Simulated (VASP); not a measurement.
# CdSe (F-43m) in VASP: further runs

Runs on CdSe. Level: PBE. Tasks: single point.

All numbers are computed with VASP 6.6.1; they aren't measurements. Logs are shortened: lines on timing, memory, paths and dates and some standing lists are left out, and cuts for length are marked.

## 1. The cell of the first run

Symmetry: F-43m, No. 216, cubic system. The conventional cell has a = 6.015 Å, b = 6.015 Å, c = 6.015 Å, α = 90.00°, β = 90.00°, γ = 90.00°. Within 3.4 Å of Cd (site symmetry -43m) lie 4 Se at 2.60 Å. Se (site symmetry -43m) has 4 Cd at 2.60 Å within 3.4 Å.

## 2. Single point, PBE

The input, INCAR:

```
PREC = Accurate
ENCUT = 520
EDIFF = 1E-6
ISMEAR = 0
SIGMA = 0.01
LREAL = False
LASPH = True
NELM = 60
ALGO = Normal
ISIF = 2
LWAVE = False
LCHARG = False
GGA = PE
NBANDS = 16
```

The input, KPOINTS:

```
regular mesh
0
Gamma
  6 6 6
```

The input, POSCAR:

```
CdSe
1.0
    0.0000000000      3.0075938420      3.0075938420
    3.0075938420      0.0000000000      3.0075938420
    3.0075938420      3.0075938420      0.0000000000
Cd Se
1 1
Direct
    0.0000000000      0.0000000000      0.0000000000
    0.7500000000      0.7500000000      0.7500000000
```

Potentials or basis: VASP PAW PBE potentials, release 64 (Cd, Se).

Started as:

```
$ cat potpaw_PBE.64/Cd/POTCAR potpaw_PBE.64/Se/POTCAR > POTCAR
$ mpirun -np 1 vasp_std > vasp.out
```

OUTCAR:

```text
PREC = Accurate
   ENCUT = 520
   EDIFF = 1E-6
   ISMEAR = 0
   LREAL = False
   LASPH = True
   NELM = 60
   ISIF = 2
   GGA = PE

 ion  position               nearest neighbor table
   1  0.000  0.000  0.000-   2 2.60   2 2.60   2 2.60   2 2.60
   2  0.750  0.750  0.750-   1 2.60   1 2.60   1 2.60   1 2.60

  LATTYP: Found a face centered cubic cell.
 ALAT       =     6.0151876840

  Lattice vectors:

 A1 = (   0.0000000000,   3.0075938420,   3.0075938420)
 A2 = (   3.0075938420,   0.0000000000,   3.0075938420)
 A3 = (   3.0075938420,   3.0075938420,   0.0000000000)

Analysis of symmetry for initial positions (statically):
=====================================================================
 Subroutine PRICEL returns:
 Original cell was already a primitive cell.

 Routine SETGRP: Setting up the symmetry group for a
 face centered cubic supercell.

 Subroutine GETGRP returns: Found 24 space group operations
 (whereof 24 operations were pure point group operations)
 out of a pool of 48 trial point group operations.

The static configuration has the point symmetry T_d .

Analysis of symmetry for dynamics (positions and initial velocities):
=====================================================================
 Subroutine PRICEL returns:
 Original cell was already a primitive cell.

 Routine SETGRP: Setting up the symmetry group for a
 face centered cubic supercell.

 Subroutine GETGRP returns: Found 24 space group operations
 (whereof 24 operations were pure point group operations)
 out of a pool of 48 trial point group operations.

The dynamic configuration has the point symmetry T_d .

 Subroutine INISYM returns: Found 24 space group operations
 (whereof 24 operations are pure point group operations),
 and found     1 'primitive' translations

----------------------------------------------------------------------------------------

                                     Primitive cell

  volume of cell :      54.4111

  direct lattice vectors                    reciprocal lattice vectors
     0.000000000  3.007593842  3.007593842    -0.166245852  0.166245852  0.166245852
     3.007593842  0.000000000  3.007593842     0.166245852 -0.166245852  0.166245852
     3.007593842  3.007593842  0.000000000     0.166245852  0.166245852 -0.166245852

  length of vectors
     4.253380001  4.253380001  4.253380001     0.287946262  0.287946262  0.287946262

  position of ions in fractional coordinates (direct lattice)
     0.000000000  0.000000000  0.000000000
     0.750000000  0.750000000  0.750000000

  ion indices of the primitive-cell ions
   primitive index   ion index
                 1           1
                 2           2

----------------------------------------------------------------------------------------

 KPOINTS: regular mesh

Automatic generation of k-mesh.
 Grid dimensions read from file:
 generate k-points for:    6    6    6

 Generating k-lattice:

  Cartesian coordinates                     Fractional coordinates (reciprocal lattice)
    -0.027707642  0.027707642  0.027707642     0.166666667  0.000000000  0.000000000
     0.027707642 -0.027707642  0.027707642     0.000000000  0.166666667  0.000000000
     0.027707642  0.027707642 -0.027707642     0.000000000  0.000000000  0.166666667

  Length of vectors
     0.047991044  0.047991044  0.047991044

  Shift w.r.t. Gamma in fractional coordinates (k-lattice)
     0.000000000  0.000000000  0.000000000

 Subroutine IBZKPT returns following result:
 ===========================================

 Found     16 irreducible k-points:

 Following reciprocal coordinates:
            Coordinates               Weight
  0.000000  0.000000  0.000000      1.000000
  0.166667  0.000000  0.000000      8.000000
  0.333333  0.000000  0.000000      8.000000
  0.500000  0.000000  0.000000      4.000000
  0.166667  0.166667  0.000000      6.000000
  0.333333  0.166667  0.000000     24.000000
[... 8 lines left out ...]
 -0.333333  0.333333  0.166667     24.000000
 -0.333333  0.500000  0.166667     12.000000
   k-points           NKPTS =     16   k-points in BZ     NKDIM =     16   number of bands    NBANDS=     16
   number of dos      NEDOS =    301   number of ions     NIONS =      2
   total plane-waves  NPLWV =  32768
   dimension x,y,z NGX =    32 NGY =   32 NGZ =   32
   dimension x,y,z NGXF=    64 NGYF=   64 NGZF=   64
   ions per type =               1   1
   NGX,Y,Z   is equivalent  to a cutoff of  12.51, 12.51, 12.51 a.u.
   NGXF,Y,Z  is equivalent  to a cutoff of  25.01, 25.01, 25.01 a.u.
 SYSTEM =  unknown system
   PREC   = accura    normal or accurate (medium, high low for compatibility)
   ISTART =      0    job   : 0-new  1-cont  2-samecut
   ICHARG =      2    charge: 1-file 2-atom 10-const
   ISPIN  =      1    spin polarized calculation?
   LNONCOLLINEAR =      F non collinear calculations
   LSORBIT =      F    spin-orbit coupling
   LASPH  =      T    aspherical Exc in radial PAW
   ENCUT  =  520.0 eV  38.22 Ry    6.18 a.u.   7.91  7.91  7.91*2*pi/ulx,y,z
   NELM   =     60;   NELMIN=  2; NELMDL= -5     # of ELM steps
   EDIFF  = 0.1E-05   stopping-criterion for ELM
   LREAL  =      F    real-space projection
   EDIFFG = 0.1E-04   stopping-criterion for IOM
   NSW    =      0    number of steps for IOM
   IBRION =     -1    ionic relax: 0-MD 1-quasi-New 2-CG
   NFREE  =      0    steps in history (QN), initial steepest desc. (CG)
   ISIF   =      2    stress and relaxation
   ISYM   =      2    0-nonsym 1-usesym 2-fastsym
   POTIM  = 0.5000    time-step for ionic-motion
   TEBEG  =    0.0;   TEEND  =   0.0 temperature during run
   PSTRESS=    0.0 pullay stress
   NELECT =      18.0000    total number of electrons
   NUPDOWN=      -1.0000    fix difference up-down
   EMIN   =  10.00;   EMAX   =-10.00  energy-range for DOS
   EFERMI =   0.00;   METHOD = LEGACY
   ISMEAR =     0;   SIGMA  =   0.01  broadening in eV -4-tet -1-fermi 0-gaus
   EFERMI_NEDOS =   21; number of points for ismear=-14 and -15
   IALGO  =     38    algorithm
   IMIX   =      4    mixing-type and parameters
     AMIX     =   0.40;   BMIX     =  1.00
     AMIX_MAG =   1.60;   BMIX_MAG =  1.00
  volume/ion in A,a.u.               =      27.21       183.59
  Fermi-wavevector in a.u.,A,eV,Ry     =   1.132235  2.139613 17.442064  1.281956
  Thomas-Fermi vector in A             =   2.268935
   LORBIT       =      0    0 simple, 1 ext, 2 COOP (PROOUT), +10 PAW based schemes
   GGA     = PE    functional components
   LHFCALC =     F    Hartree Fock is set to
   AEXX    =    0.0000 exact exchange contribution
   IVDW    =     0    specifies the selected vdW correction
   LEPSILON=     F    determine dielectric tensor
   LRPA    =     F    only Hartree local field effects (RPA)
 non-spin polarized calculation
 Gauss-broadening in eV      SIGMA  =   0.01
  energy-cutoff  :      520.00
  volume of cell :       54.41
 maximum number of plane-waves:      1484
   NGX = 15   NGY = 15   NGZ = 15

 number of electron      17.9999992 magnetization

 Free energy of the ion-electron system (eV)
  ---------------------------------------------------
  ext. energy  EPLUGINS =         0.00000000
  ---------------------------------------------------
  free energy    TOTEN  =        -5.41431310 eV

  energy without entropy =       -5.41431310  energy(sigma->0) =       -5.41431310

 E-fermi :   1.2608     XC(G=0):  -9.0373

 val. band max:        1.2173961867   @ k =   0.0000   0.0000   0.0000
 cond. band min:       1.8937506092   @ k =   0.0000   0.0000   0.0000
 fundamental gap:      0.6763544225
 Fermi energy:         1.2608030700

 k-point     1 :       0.0000    0.0000    0.0000
  band No.  band energies     occupation
      1     -11.5699      2.00000
      2      -6.8409      2.00000
      3      -6.8409      2.00000
      4      -6.8409      2.00000
      5      -6.4293      2.00000
      6      -6.4293      2.00000
[... 8 lines left out ...]
     15      12.3913      0.00000
     16      12.3913      0.00000

 k-point     2 :       0.1667    0.0000    0.0000
  band No.  band energies     occupation
      1     -11.4706      2.00000
      2      -6.8093      2.00000
      3      -6.8093      2.00000
      4      -6.7496      2.00000
      5      -6.4304      2.00000
      6      -6.4304      2.00000
[... 8 lines left out ...]
     15      11.3867      0.00000
     16      11.8278      0.00000

 k-point     3 :       0.3333    0.0000    0.0000
  band No.  band energies     occupation
      1     -11.2687      2.00000
      2      -6.7569      2.00000
      3      -6.7569      2.00000
      4      -6.4252      2.00000
      5      -6.4185      2.00000
      6      -6.4185      2.00000
[... 8 lines left out ...]
     15      11.8448      0.00000
     16      11.8448      0.00000

 k-point     4 :       0.5000    0.0000    0.0000
  band No.  band energies     occupation
      1     -11.1668      2.00000
      2      -6.7381      2.00000
      3      -6.7381      2.00000
      4      -6.4032      2.00000
      5      -6.4032      2.00000
      6      -6.1078      2.00000
[... 8 lines left out ...]
     15      13.4771      0.00000
     16      13.4771      0.00000
[... 172 lines left out ...]
 k-point    14 :       0.5000    0.3333    0.1667
  band No.  band energies     occupation
      1     -11.1383      2.00000
      2      -6.6808      2.00000
      3      -6.6731      2.00000
      4      -6.5078      2.00000
      5      -6.4005      2.00000
      6      -6.1758      2.00000
[... 8 lines left out ...]
     15      13.5276      0.00000
     16      14.4454      0.00000

 k-point    15 :      -0.3333    0.3333    0.1667
  band No.  band energies     occupation
      1     -11.0728      2.00000
      2      -6.6744      2.00000
      3      -6.6430      2.00000
      4      -6.4649      2.00000
      5      -6.4182      2.00000
      6      -5.9589      2.00000
[... 8 lines left out ...]
     15      13.2479      0.00000
     16      14.3883      0.00000

 k-point    16 :      -0.3333    0.5000    0.1667
  band No.  band energies     occupation
      1     -11.0409      2.00000
      2      -6.6408      2.00000
      3      -6.6117      2.00000
      4      -6.4995      2.00000
      5      -6.3995      2.00000
      6      -5.9297      2.00000
[... 8 lines left out ...]
     15      14.1950      0.00000
     16      14.3125      0.00000

------------------------ aborting loop because EDIFF is reached ----------------------------------------

  FORCE on cell =-STRESS in cart. coord.  units (eV):
  Direction    XX          YY          ZZ          XY          YZ          ZX
  --------------------------------------------------------------------------------------
  -------------------------------------------------------------------------------------
  Total        1.7992390      1.7992390      1.7992390      0.0000000      0.0000000     -0.0000000
  in kB       52.9799915     52.9799915     52.9799915      0.0000000      0.0000000     -0.0000000
  external PRESSURE =      52.9799915 kB  Pullay stress =       0.0000000 kB

 VOLUME and BASIS-vectors are now :
 -----------------------------------------------------------------------------
  energy-cutoff  :      520.00
  volume of cell :       54.41
      direct lattice vectors                 reciprocal lattice vectors
     0.000000000  3.007593842  3.007593842    -0.166245852  0.166245852  0.166245852
     3.007593842  0.000000000  3.007593842     0.166245852 -0.166245852  0.166245852
     3.007593842  3.007593842  0.000000000     0.166245852  0.166245852 -0.166245852

 POSITION                                       TOTAL-FORCE (eV/Angst)
 -----------------------------------------------------------------------------------
      0.00000      0.00000      0.00000         0.000000      0.000000      0.000000
      4.51139      4.51139      4.51139        -0.000000     -0.000000     -0.000000
 -----------------------------------------------------------------------------------
    total drift:                                0.000000      0.000000      0.000000

  FREE ENERGIE OF THE ION-ELECTRON SYSTEM (eV)
  ---------------------------------------------------
  free  energy   TOTEN  =        -5.4143131034 eV

  energy  without entropy=       -5.4143131034  energy(sigma->0) =       -5.41431310
```

Wall time 7.2 s (1 thread of Intel Xeon Platinum 8559C (Emerald Rapids), shared host); peak memory 0.17 GiB.

What came out:

| Item | Value |
| --- | --- |
| Free energy | -5.4143 eV |
| Pressure | 5.3 GPa |
| Band gap on the k mesh | 0.68 eV, direct |

Levels at points of the mesh, in eV from the valence-band top:
| k point | band 7 | band 8 | band 9 | band 10 | band 11 | band 12 |
| --- | --- | --- | --- | --- | --- | --- |
| (0.00, 0.00, 0.00) | 0.00 | 0.00 | 0.00 | 0.68 | 5.93 | 5.93 |
| (0.50, 0.00, 0.00) | -4.59 | -0.80 | -0.80 | 2.43 | 6.45 | 6.45 |
| (0.50, 0.50, 0.00) | -4.24 | -1.97 | -1.97 | 3.07 | 3.78 | 9.28 |

## 3. Single point, PBE

This run uses another cell than the first one, of 27.78 Å³/atom, 1.021 times its volume.

The input, INCAR:

```
ALGO = Normal ; EDIFF = 1E-6
ENCUT = 520 ; GGA = PE
ISIF = 2 ; ISMEAR = 0
LASPH = T ; LCHARG = F
LREAL = F ; LWAVE = F
NBANDS = 16 ; NELM = 60
PREC = Accurate ; SIGMA = 0.01
```

The input, KPOINTS:

```
k-points
0
Gamma
  6 6 6
```

The input, POSCAR:

```
CdSe
1.0
    0.0000000000      3.0287747782      3.0287747782
    3.0287747782      0.0000000000      3.0287747782
    3.0287747782      3.0287747782      0.0000000000
Cd Se
1 1
Direct
    0.0000000000      0.0000000000      0.0000000000
    0.7500000000      0.7500000000      0.7500000000
```

Potentials or basis: VASP PAW PBE potentials, release 64 (Cd, Se).

Started as:

```
$ cat potpaw_PBE.64/Cd/POTCAR potpaw_PBE.64/Se/POTCAR > POTCAR
$ mpirun -np 1 vasp_std > vasp.out
```

Run time: 7.1 s. Hardware: 1 thread of Intel Xeon Platinum 8559C (Emerald Rapids), shared host; peak memory 0.18 GiB.

The run converged. Its results:

```
Free energy            : -5.4475 eV
Pressure               : 3.9 GPa
Band gap on the k mesh : 0.63 eV, direct
```

Levels at points of the mesh, in eV from the valence-band top:
```
           k point  band 5  band 6  band 7  band 8  band 9  band 10  band 11  band 12  band 13  band 14
(0.00, 0.00, 0.00)   -7.59   -7.59    0.00    0.00    0.00     0.63     5.93     5.93     5.93     9.83
(0.50, 0.00, 0.00)   -7.57   -7.29   -4.46   -0.77   -0.77     2.41     6.44     6.44     7.46    10.08
(0.50, 0.50, 0.00)   -7.53   -7.22   -4.14   -1.90   -1.90     3.11     3.77     9.18    10.29    10.29
```

(Continued in part 2 of 2.)
